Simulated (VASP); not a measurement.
# Al (Fm-3m) in VASP: a series of runs, part 2 of 2

VASP 6.6.1. Earlier steps stand in the parts before.

## (4) Single point, PBEsol+D3(BJ) (strain +0.015 along x and y, +0.015 along z)

Input file INCAR:

```
SYSTEM = Al
PREC = Accurate ; ENCUT = 520
EDIFF = 1E-6 ; ISMEAR = 0
SIGMA = 0.15 ; LREAL = .FALSE.
LASPH = .TRUE. ; NELM = 80
ALGO = Fast ; ISIF = 2
LWAVE = .FALSE. ; LCHARG = .TRUE.
GGA = PS ; IVDW = 12
LELF = .TRUE. ; LVHAR = .TRUE.
NBANDS = 8
```

Input file KPOINTS:

```
regular mesh
0
G
  20 20 20
  0 0 0
```

Input file POSCAR:

```
Al
1.0
    0.0000000000      2.0543397000      2.0543397000
    2.0543397000      0.0000000000      2.0543397000
    2.0543397000      2.0543397000      0.0000000000
Al
1
Direct
    0.0000000000      0.0000000000      0.0000000000
```

Potentials or basis: VASP PAW PBE potentials, release 64 (Al).

On the command line:

```
cat potpaw_PBE.64/Al/POTCAR > POTCAR
mpirun -np 1 vasp_std > vasp.out
```

OUTCAR:

```text
SYSTEM = Al
   PREC = Accurate
   ENCUT = 520
   EDIFF = 1E-6
   ISMEAR = 0
   LREAL = .FALSE.
   LASPH = .TRUE.
   NELM = 80
   ISIF = 2
   GGA = PS
   IVDW = 12
 IVDW          = 12

 ion  position               nearest neighbor table
   1  0.000  0.000  0.000-

  LATTYP: Found a face centered cubic cell.
 ALAT       =     4.1086794000

  Lattice vectors:

 A1 = (   0.0000000000,   2.0543397000,   2.0543397000)
 A2 = (   2.0543397000,   0.0000000000,   2.0543397000)
 A3 = (   2.0543397000,   2.0543397000,   0.0000000000)

Analysis of symmetry for initial positions (statically):
=====================================================================
 Subroutine PRICEL returns:
 Original cell was already a primitive cell.

 Routine SETGRP: Setting up the symmetry group for a
 face centered cubic supercell.

 Subroutine GETGRP returns: Found 48 space group operations
 (whereof 48 operations were pure point group operations)
 out of a pool of 48 trial point group operations.

The static configuration has the point symmetry O_h .

Analysis of symmetry for dynamics (positions and initial velocities):
=====================================================================
 Subroutine PRICEL returns:
 Original cell was already a primitive cell.

 Routine SETGRP: Setting up the symmetry group for a
 face centered cubic supercell.

 Subroutine GETGRP returns: Found 48 space group operations
 (whereof 48 operations were pure point group operations)
 out of a pool of 48 trial point group operations.

The dynamic configuration has the point symmetry O_h .

 Subroutine INISYM returns: Found 48 space group operations
 (whereof 48 operations are pure point group operations),
 and found     1 'primitive' translations

----------------------------------------------------------------------------------------

                                     Primitive cell

  volume of cell :      17.3399

[... 108 lines left out ...]
  Fermi-wavevector in a.u.,A,eV,Ry     =   0.912220  1.723846 11.322028  0.832146
  Thomas-Fermi vector in A             =   2.036591
   LORBIT       =      0    0 simple, 1 ext, 2 COOP (PROOUT), +10 PAW based schemes
   GGA     = PS    functional components
   LHFCALC =     F    Hartree Fock is set to
   AEXX    =    0.0000 exact exchange contribution
   IVDW    =    12    specifies the selected vdW correction
   LEPSILON=     F    determine dielectric tensor
   LRPA    =     F    only Hartree local field effects (RPA)
 non-spin polarized calculation
 RMM-DIIS sequential band-by-band and
 Gauss-broadening in eV      SIGMA  =   0.15
  energy-cutoff  :      520.00
  volume of cell :       17.34
 maximum number of plane-waves:       486
 NGX is ok and might be reduce to    24
   NGX = 11   NGY = 11   NGZ = 11

 number of electron       3.0000000 magnetization

 Free energy of the ion-electron system (eV)
  ---------------------------------------------------
  ext. energy  EPLUGINS =         0.00000000
  ---------------------------------------------------
  free energy    TOTEN  =        -4.07571357 eV

  energy without entropy =       -4.07065076  energy(sigma->0) =       -4.07318216

 E-fermi :   7.4749     XC(G=0): -10.0775

 val. band max:        7.4703809081   @ k =  -0.4500   0.3500   0.0000
 cond. band min:       7.4853010531   @ k =  -0.4000   0.4000   0.0000
 fundamental gap:      0.0149201451
 Fermi energy:         7.4749298605

 k-point     1 :       0.0000    0.0000    0.0000
  band No.  band energies     occupation
      1      -3.3491      2.00000
      2      19.7678      0.00000
      3      19.7678      0.00000
      4      19.7678      0.00000
      5      20.8925      0.00000
      6      20.8925      0.00000
      7      20.8925      0.00000
      8      23.5683      0.00000
[... 243 lines left out ...]
 k-point    24 :      -0.3500    0.0500    0.0000
  band No.  band energies     occupation
      1       0.2029      2.00000
      2       6.9087      2.00000
      3      16.4362      0.00000
      4      18.7229      0.00000
      5      19.1467      0.00000
      6      20.2812      0.00000
      7      21.8779      0.00000
      8      24.4134      0.00000

 [... further k-points ...]

------------------------ aborting loop because EDIFF is reached ----------------------------------------

 Edisp (eV)   -0.30171

 E8    (eV) :    -0.2032

  FORCE on cell =-STRESS in cart. coord.  units (eV):
  Direction    XX          YY          ZZ          XY          YZ          ZX
  --------------------------------------------------------------------------------------
  -------------------------------------------------------------------------------------
  Total      -0.82499    -0.82499    -0.82499    -0.00000    -0.00000     0.00000
  in kB     -76.22754   -76.22754   -76.22754    -0.00000    -0.00000     0.00000
  external pressure =      -76.23 kB  Pullay stress =        0.00 kB

 VOLUME and BASIS-vectors are now :
 -----------------------------------------------------------------------------
  energy-cutoff  :      520.00
  volume of cell :       17.34
      direct lattice vectors                 reciprocal lattice vectors
     0.000000000  2.054339700  2.054339700    -0.243387206  0.243387206  0.243387206
     2.054339700  0.000000000  2.054339700     0.243387206 -0.243387206  0.243387206
     2.054339700  2.054339700  0.000000000     0.243387206  0.243387206 -0.243387206

 POSITION                                       TOTAL-FORCE (eV/Angst)
 -----------------------------------------------------------------------------------
      0.00000      0.00000      0.00000         0.000000      0.000000      0.000000
 -----------------------------------------------------------------------------------
    total drift:                                0.000000     -0.000000     -0.000000

  FREE ENERGIE OF THE ION-ELECTRON SYSTEM (eV)
  ---------------------------------------------------
  free  energy   TOTEN  =        -4.3774280515 eV

  energy  without entropy=       -4.3723652426  energy(sigma->0) =       -4.37489665
```

OSZICAR:

```text
N       E                     dE             d eps       ncg     rms          rms(c)
DAV:   1    -0.272022610084E+01   -0.27202E+01   -0.86725E+02  4120   0.204E+02
DAV:   2    -0.409680438643E+01   -0.13766E+01   -0.13415E+01  5816   0.183E+01
DAV:   3    -0.410355619056E+01   -0.67518E-02   -0.67395E-02  5200   0.142E+00
DAV:   4    -0.410357182680E+01   -0.15636E-04   -0.15636E-04  6448   0.622E-02
DAV:   5    -0.410357186563E+01   -0.38825E-07   -0.39340E-07  5320   0.170E-03    0.131E+00
RMM:   6    -0.408690427213E+01    0.16668E-01   -0.16018E-03  4100   0.198E-01    0.755E-01
RMM:   7    -0.407569864335E+01    0.11206E-01   -0.46912E-03  4766   0.331E-01    0.127E-01
RMM:   8    -0.407571119757E+01   -0.12554E-04   -0.21405E-04  4550   0.878E-02    0.283E-02
RMM:   9    -0.407571488818E+01   -0.36906E-05   -0.31924E-05  4690   0.353E-02    0.154E-02
RMM:  10    -0.407571381594E+01    0.10722E-05   -0.53317E-06  4784   0.139E-02    0.268E-02
RMM:  11    -0.407571356581E+01    0.25013E-06   -0.97035E-07  4194   0.562E-03
   1 F= -.43774281E+01 E0= -.43748966E+01  d E =-.506281E-02
```

stdout:

```text
POSCAR found type information on POSCAR Al
 POSCAR found :  1 types and       1 ions
 scaLAPACK will be used
 -----------------------------------------------------------------------------
|                                                                             |
|                                                                             |
|     You enforced a specific xc type in the INCAR file but a different       |
|     I HOPE YOU KNOW WHAT YOU ARE DOING!                                     |
|                                                                             |
 -----------------------------------------------------------------------------

 LDA part: xc-table for (Slater+PW92), standard interpolation
 POSCAR, INCAR and KPOINTS ok, starting setup
 FFT: planning ... GRIDC
 FFT: planning ... GRID_SOFT
 FFT: planning ... GRID
 WAVECAR not read
 entering main loop
```

It took 23 s on 1 thread of Intel Xeon 8259CL, shared host; peak memory 0.16 GiB.

What came out:

```yaml
Free_energy: -4.3774 eV
Pressure: -7.6 GPa
Band_gap_on_the_k_mesh: zero (an odd number of electrons rules out a gap without spin polarisation)
Dispersion_energy_per_atom: -0.302 eV
```

Caveat: the cell differs from its parent crystal (strain +0.015 along x and y, +0.015 along z); the cell stands under tension; the PAW data sets were made with another functional, which shifts forces and pressure a little.

## (5) Single point, PBEsol+D3(BJ) (strain +0.030 along x and y, +0.030 along z)

Input file INCAR:

```
SYSTEM = Al
PREC     = Accurate       ! precision mode
ENCUT    = 520            ! plane-wave cutoff, eV
EDIFF    = 1E-6           ! SCF threshold, eV
ISMEAR   = 0              ! smearing method
SIGMA    = 0.15           ! smearing width, eV
LREAL    = .False.        ! projectors in reciprocal space
LASPH    = .True.         ! aspherical terms in the spheres
NELM     = 60             ! most SCF steps
ALGO     = Normal         ! electronic algorithm
ISIF     = 2              ! what is computed and relaxed
LWAVE    = .False.        ! write WAVECAR
LCHARG   = .False.        ! write CHGCAR
GGA      = PS             ! functional
IVDW     = 12             ! dispersion correction
NBANDS   = 8              ! bands
```

Input file KPOINTS:

```
Automatic mesh
0
Gamma
  20 20 20
  0 0 0
```

Input file POSCAR:

```
Al
1.0
    0.0000000000      2.0846994000      2.0846994000
    2.0846994000      0.0000000000      2.0846994000
    2.0846994000      2.0846994000      0.0000000000
Al
1
Direct
    0.0000000000      0.0000000000      0.0000000000
```

Potentials or basis: VASP PAW PBE potentials, release 64 (Al).

On the command line:

```
cat potpaw_PBE.64/Al/POTCAR > POTCAR
mpirun -np 1 vasp_std > vasp.out
```

OUTCAR:

```text
SYSTEM = Al
   PREC = Accurate
   ENCUT = 520
   EDIFF = 1E-6
   ISMEAR = 0
   LREAL = .False.
   LASPH = .True.
   NELM = 60
   ISIF = 2
   GGA = PS
   IVDW = 12
 IVDW          = 12

 ion  position               nearest neighbor table
   1  0.000  0.000  0.000-

  LATTYP: Found a face centered cubic cell.
 ALAT       =     4.1693988000

  Lattice vectors:

 A1 = (   0.0000000000,   2.0846994000,   2.0846994000)
 A2 = (   2.0846994000,   0.0000000000,   2.0846994000)
 A3 = (   2.0846994000,   2.0846994000,   0.0000000000)

Analysis of symmetry for initial positions (statically):
=====================================================================
 Subroutine PRICEL returns:
 Original cell was already a primitive cell.

 Routine SETGRP: Setting up the symmetry group for a
 face centered cubic supercell.

 Subroutine GETGRP returns: Found 48 space group operations
 (whereof 48 operations were pure point group operations)
 out of a pool of 48 trial point group operations.

The static configuration has the point symmetry O_h .

Analysis of symmetry for dynamics (positions and initial velocities):
=====================================================================
[... 163 lines left out ...]

 k-point     1 :       0.0000    0.0000    0.0000
  band No.  band energies     occupation
      1      -3.4906      2.00000
      2      19.1010      0.00000
      3      19.1010      0.00000
      4      19.1010      0.00000
      5      19.9150      0.00000
      6      19.9150      0.00000
      7      19.9150      0.00000
      8      22.8255      0.00000
[... 243 lines left out ...]
 k-point    24 :      -0.3500    0.0500    0.0000
  band No.  band energies     occupation
      1      -0.0389      2.00000
      2       6.4871      2.00000
      3      15.7281      0.00000
      4      17.8453      0.00000
      5      18.5033      0.00000
      6      19.5005      0.00000
      7      21.0150      0.00000
      8      23.5397      0.00000

 [... further k-points ...]

------------------------ aborting loop because EDIFF is reached ----------------------------------------

 Edisp (eV)   -0.28840

 E8    (eV) :    -0.1942

  FORCE on cell =-STRESS in cart. coord.  units (eV):
  Direction    XX          YY          ZZ          XY          YZ          ZX
  --------------------------------------------------------------------------------------
  -------------------------------------------------------------------------------------
  Total      -1.09446    -1.09446    -1.09446     0.00000     0.00000    -0.00000
  in kB     -96.77220   -96.77220   -96.77220     0.00000     0.00000    -0.00000
  external pressure =      -96.77 kB  Pullay stress =        0.00 kB

 VOLUME and BASIS-vectors are now :
 -----------------------------------------------------------------------------
  energy-cutoff  :      520.00
  volume of cell :       18.12
      direct lattice vectors                 reciprocal lattice vectors
     0.000000000  2.084699400  2.084699400    -0.239842732  0.239842732  0.239842732
     2.084699400  0.000000000  2.084699400     0.239842732 -0.239842732  0.239842732
     2.084699400  2.084699400  0.000000000     0.239842732  0.239842732 -0.239842732

 POSITION                                       TOTAL-FORCE (eV/Angst)
 -----------------------------------------------------------------------------------
      0.00000      0.00000      0.00000         0.000000      0.000000      0.000000
 -----------------------------------------------------------------------------------
    total drift:                               -0.000000     -0.000000     -0.000000

  FREE ENERGIE OF THE ION-ELECTRON SYSTEM (eV)
  ---------------------------------------------------
  free  energy   TOTEN  =        -4.3350877405 eV

  energy  without entropy=       -4.3300936202  energy(sigma->0) =       -4.33259068
```

It took 22 s on 1 thread of Intel Xeon 8259CL, shared host; peak memory 0.16 GiB.

Results:

```yaml
Free_energy: -4.3351 eV
Pressure: -9.7 GPa
Band_gap_on_the_k_mesh: zero (an odd number of electrons rules out a gap without spin polarisation)
Dispersion_energy_per_atom: -0.288 eV
```

Levels at points of the mesh, in eV from the Fermi level:
| k point | band 1 | band 2 | band 3 | band 4 |
| --- | --- | --- | --- | --- |
| (0.00, 0.00, 0.00) | -10.52 | 12.07 | 12.07 | 12.07 |
| (0.50, 0.00, 0.00) | -4.28 | -4.25 | 10.42 | 10.42 |
| (0.50, 0.50, 0.00) | -2.72 | -1.63 | 5.15 | 5.15 |

Caveat: the cell differs from its parent crystal (strain +0.030 along x and y, +0.030 along z); the cell stands under tension; the PAW data sets were made with another functional, which shifts forces and pressure a little.

## (6) Summary

| cell | gap on the mesh (eV) | pressure (GPa) |
| --- | --- | --- |
| a = 2.776 Å, angles 60.0°, 1 atom | none | 2.7 |
| a = 2.819 Å, angles 60.0°, 1 atom | none | -1.6 |
| a = 2.905 Å, angles 60.0°, 1 atom | none | -7.6 |
| a = 2.948 Å, angles 60.0°, 1 atom | none | -9.7 |

Alike in all rows: task single point; level PBEsol+D3(BJ); potentials or basis VASP PAW PBE potentials, release 64 (Al); no spin polarisation; k mesh 20 × 20 × 20; cutoff (eV) 520; smearing gaussian 0.15 eV.

Caveats: the PAW data sets were made with another functional, which shifts forces and pressure a little; the cell stands under tension (at least some runs).

Absolute energies hang on the potentials; compare differences alone.

The gap in the log of VASP goes by the Fermi energy; the results here count the filled bands.